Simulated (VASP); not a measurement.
# KCl (Sylvite) (Fm-3m) in VASP: notebook, part 2 of 2

VASP 6.6.1.

### Step 3. Relaxation of cell and atoms, PBEsol+D3(BJ)

File INCAR:

```
SYSTEM = KCl
ALGO = Normal
EDIFF = 1E-7
EDIFFG = -0.01
ENCUT = 600
GGA = PS
IBRION = 2
ISIF = 3
ISMEAR = -1
IVDW = 12
LASPH = .TRUE.
LCHARG = .FALSE.
LREAL = .FALSE.
LWAVE = .FALSE.
NELM = 100
NSW = 60
PREC = Accurate
SIGMA = 0.05
```

File KPOINTS:

```
k-points
0
G
  7 7 7
  0 0 0
```

File POSCAR:

```
KCl
1.0
    0.0000000000      3.1464700000      3.1464700000
    3.1464700000      0.0000000000      3.1464700000
    3.1464700000      3.1464700000      0.0000000000
K Cl
1 1
Direct
    0.0000000000      0.0000000000      0.0000000000
    0.5000000000      0.5000000000      0.5000000000
```

Potentials or basis: VASP PAW PBE potentials, release 64 (K_sv, Cl).

Started as:

```bash
cat potpaw_PBE.64/K_sv/POTCAR potpaw_PBE.64/Cl/POTCAR > POTCAR
mpirun -np 1 vasp_std > vasp.out
```

OUTCAR:

```text
SYSTEM = KCl
   EDIFF = 1E-7
   EDIFFG = -0.01
   ENCUT = 600
   GGA = PS
   IBRION = 2
   ISIF = 3
   ISMEAR = -1
   IVDW = 12
   LASPH = .TRUE.
   LREAL = .FALSE.
   NELM = 100
   NSW = 60
   PREC = Accurate
 IVDW          = 12

 ion  position               nearest neighbor table
   1  0.000  0.000  0.000-   2 3.15   2 3.15   2 3.15   2 3.15   2 3.15   2 3.15
   2  0.500  0.500  0.500-   1 3.15   1 3.15   1 3.15   1 3.15   1 3.15   1 3.15

  LATTYP: Found a face centered cubic cell.
 ALAT       =     6.2929400000

  Lattice vectors:

 A1 = (   0.0000000000,   3.1464700000,   3.1464700000)
 A2 = (   3.1464700000,   0.0000000000,   3.1464700000)
 A3 = (   3.1464700000,   3.1464700000,   0.0000000000)

Analysis of symmetry for initial positions (statically):
=====================================================================
 Subroutine PRICEL returns:
 Original cell was already a primitive cell.

 Routine SETGRP: Setting up the symmetry group for a
 face centered cubic supercell.

 Subroutine GETGRP returns: Found 48 space group operations
 (whereof 48 operations were pure point group operations)
 out of a pool of 48 trial point group operations.

The static configuration has the point symmetry O_h .

Analysis of symmetry for dynamics (positions and initial velocities):
=====================================================================
 Subroutine PRICEL returns:
 Original cell was already a primitive cell.

 Routine SETGRP: Setting up the symmetry group for a
 face centered cubic supercell.

 Subroutine GETGRP returns: Found 48 space group operations
 (whereof 48 operations were pure point group operations)
 out of a pool of 48 trial point group operations.

The dynamic configuration has the point symmetry O_h .

 Subroutine INISYM returns: Found 48 space group operations
 (whereof 48 operations are pure point group operations),
 and found     1 'primitive' translations

----------------------------------------------------------------------------------------

[... 86 lines left out ...]
   NELM   =    100;   NELMIN=  2; NELMDL= -5     # of ELM steps
   EDIFF  = 0.1E-06   stopping-criterion for ELM
   LREAL  =      F    real-space projection
   EDIFFG = -.1E-01   stopping-criterion for IOM
   NSW    =     60    number of steps for IOM
   IBRION =      2    ionic relax: 0-MD 1-quasi-New 2-CG
   NFREE  =      1    steps in history (QN), initial steepest desc. (CG)
   ISIF   =      3    stress and relaxation
   ISYM   =      2    0-nonsym 1-usesym 2-fastsym
   POTIM  = 0.5000    time-step for ionic-motion
   TEBEG  =    0.0;   TEEND  =   0.0 temperature during run
   PSTRESS=    0.0 pullay stress
   NELECT =      16.0000    total number of electrons
   NUPDOWN=      -1.0000    fix difference up-down
   EMIN   =  10.00;   EMAX   =-10.00  energy-range for DOS
   EFERMI =   0.00;   METHOD = LEGACY
   ISMEAR =    -1;   SIGMA  =   0.05  broadening in eV -4-tet -1-fermi 0-gaus
   EFERMI_NEDOS =   21; number of points for ismear=-14 and -15
   IALGO  =     38    algorithm
   IMIX   =      4    mixing-type and parameters
     AMIX     =   0.40;   BMIX     =  1.00
     AMIX_MAG =   1.60;   BMIX_MAG =  1.00
  volume/ion in A,a.u.               =      31.15       210.22
  Fermi-wavevector in a.u.,A,eV,Ry     =   1.040594  1.966437 14.732871  1.082835
  Thomas-Fermi vector in A             =   2.175177
   LORBIT       =      0    0 simple, 1 ext, 2 COOP (PROOUT), +10 PAW based schemes
   GGA     = PS    functional components
   LHFCALC =     F    Hartree Fock is set to
   AEXX    =    0.0000 exact exchange contribution
   IVDW    =    12    specifies the selected vdW correction
   LEPSILON=     F    determine dielectric tensor
   LRPA    =     F    only Hartree local field effects (RPA)
 conjugate gradient relaxation of ions
 non-spin polarized calculation
  energy-cutoff  :      600.00
  volume of cell :       62.30
 maximum number of plane-waves:      2102
   NGX = 17   NGY = 17   NGZ = 17

--------------------------------------- Ionic step        1  -------------------------------------------

 number of electron      16.0000001 magnetization

 Free energy of the ion-electron system (eV)
  ---------------------------------------------------
  ext. energy  EPLUGINS =         0.00000000
  ---------------------------------------------------
  free energy    TOTEN  =        -7.02212172 eV

  energy without entropy =       -7.02212172  energy(sigma->0) =       -7.02212172

------------------------ aborting loop because EDIFF is reached ----------------------------------------

 Edisp (eV)   -0.37451

 E8    (eV) :    -0.2540
[... 111 lines left out ...]
--------------------------------------- Ionic step        4  -------------------------------------------

 number of electron      15.9999999 magnetization

 Free energy of the ion-electron system (eV)
  ---------------------------------------------------
  ext. energy  EPLUGINS =         0.00000000
  ---------------------------------------------------
  free energy    TOTEN  =        -7.01198442 eV

  energy without entropy =       -7.01198442  energy(sigma->0) =       -7.01198442

 E-fermi :  -0.5687     XC(G=0):  -8.0475

 val. band max:       -1.5947606730   @ k =   0.0000   0.0000   0.0000
 cond. band min:       3.6746957388   @ k =   0.0000   0.0000   0.0000
 fundamental gap:      5.2694564118
 Fermi energy:        -0.5687418219

 k-point     1 :       0.0000    0.0000    0.0000
  band No.  band energies     occupation
      1     -28.4660      2.00000
      2     -13.7779      2.00000
      3     -11.9947      2.00000
      4     -11.9947      2.00000
      5     -11.9947      2.00000
      6      -1.5948      2.00000
      7      -1.5948      2.00000
      8      -1.5948      2.00000
      9       3.6747      0.00000
     10       6.7164      0.00000
     11       6.7164      0.00000
     12       6.7164      0.00000
[... 316 lines left out ...]
  FREE ENERGIE OF THE ION-ELECTRON SYSTEM (eV)
  ---------------------------------------------------
  free  energy   TOTEN  =        -7.4168025909 eV

  energy  without entropy=       -7.4168025908  energy(sigma->0) =       -7.41680259

 reached required accuracy - stopping structural energy minimisation
```

It took 35 s on 1 thread of Intel Xeon 6975P-C (Granite Rapids), shared host; peak memory 0.23 GiB.

Results:

```yaml
Free_energy: -7.4168 eV
Relaxed_volume: 28.91 Å³/atom
Relaxed_cell: a = 4.341 Å, b = 4.341 Å, c = 4.341 Å, α = 60.00°, β = 60.00°, γ = 60.00°
Space_group_after_relaxing_to_0.05_Å: Fm-3m (No. 225)
Energy_gained_by_relaxing: 10.1 meV/atom
Ionic_steps: 4
Pressure_after_relaxing: 0.0 GPa
Band_gap_on_the_k_mesh: 5.27 eV, direct
Dispersion_energy_per_atom: -0.202 eV
```

The path:
```
step  energy change (eV)  largest force (eV/Å)  pressure (GPa)  volume (Å³)
   1              0.0000                0.0000           -1.34        62.30
   2             -0.0151                0.0000           -0.72        59.98
   3             -0.0201                0.0000           -0.07        58.03
   4             -0.0202                0.0000            0.00        57.82
```

Final structure:
```
K Cl
1.0
     0.00000    3.06920    3.06920
     3.06920    0.00000    3.06920
     3.06920    3.06920    0.00000
K Cl
1 1
Direct
  0.00000 0.00000 0.00000
  0.50000 0.50000 0.50000
```

Caveat: the PAW data sets were made with another functional, which shifts forces and pressure a little.

### Step 4. Relaxation of cell and atoms, PBEsol+D4

File INCAR:

```
  PREC = Accurate
  ENCUT = 600
  EDIFF = 1E-6
  ISMEAR = -1
  SIGMA = 0.05
  LREAL = False
  LASPH = True
  NELM = 100
  ALGO = Normal
  ISIF = 3
  LWAVE = False
  LCHARG = False
  GGA = PS
  IVDW = 13
  IBRION = 2
  NSW = 60
  EDIFFG = -0.01
```

File KPOINTS:

```
Automatic mesh
0
Gamma
  7 7 7
```

POSCAR is that of step 3.

Started as:

```bash
cat potpaw_PBE.64/K_sv/POTCAR potpaw_PBE.64/Cl/POTCAR > POTCAR
mpirun -np 1 vasp_std > vasp.out
```

It took 22 s on 1 thread of Intel Xeon 6975P-C (Granite Rapids), shared host; peak memory 0.22 GiB.

The run converged. Its results:

| Item | Value |
| --- | --- |
| Free energy | -7.1560 eV |
| Relaxed volume | 29.99 Å³/atom |
| Relaxed cell | a = 4.394 Å, b = 4.394 Å, c = 4.394 Å, α = 60.00°, β = 60.00°, γ = 60.00° |
| Space group after relaxing (to 0.05 Å) | Fm-3m (No. 225) |
| Energy gained by relaxing | 2.6 meV/atom |
| Ionic steps | 3 |
| Pressure after relaxing | 0.0 GPa |
| Band gap on the k mesh | 5.15 eV, direct |
| Dispersion energy per atom | -0.067 eV |

The path:
```
step  energy change (eV)  largest force (eV/Å)  pressure (GPa)  volume (Å³)
   1              0.0000                0.0000           -0.69        62.30
   2             -0.0040                0.0000           -0.36        61.10
   3             -0.0053                0.0000           -0.02        59.99
```

Final structure:
```xyz
2
Lattice="0.0000 3.1070 3.1070 3.1070 0.0000 3.1070 3.1070 3.1070 0.0000" Properties=species:S:1:pos:R:3 pbc="T T T"
K     0.0000    0.0000    0.0000
Cl    3.1070    3.1070    3.1070
```

Levels at points of the mesh, in eV from the valence-band top:
```
           k point  band 4  band 5  band 6  band 7  band 8  band 9  band 10  band 11  band 12
(0.00, 0.00, 0.00)  -10.48  -10.48    0.00    0.00    0.00    5.15     8.31     8.31     8.31
```

Caveat: the PAW data sets were made with another functional, which shifts forces and pressure a little.

### Step 5. Overview

| level | gap on the mesh (eV) | pressure (GPa) | relaxed volume (Å³/atom) |
| --- | --- | --- | --- |
| PBEsol | 5.08 | 0.0 | 30.58 |
| PBEsol+D3(BJ) | 5.27 | 0.0 | 28.91 |
| PBEsol+D4 | 5.15 | 0.0 | 29.99 |

Alike in all rows: task relaxation of cell and atoms; potentials or basis VASP PAW PBE potentials, release 64 (K_sv, Cl); no spin polarisation; cell relaxed; k mesh 7 × 7 × 7; cutoff (eV) 600; smearing fermi-dirac 0.05 eV.

Caveats: the PAW data sets were made with another functional, which shifts forces and pressure a little.

Absolute energies hang on the potentials; compare differences alone.
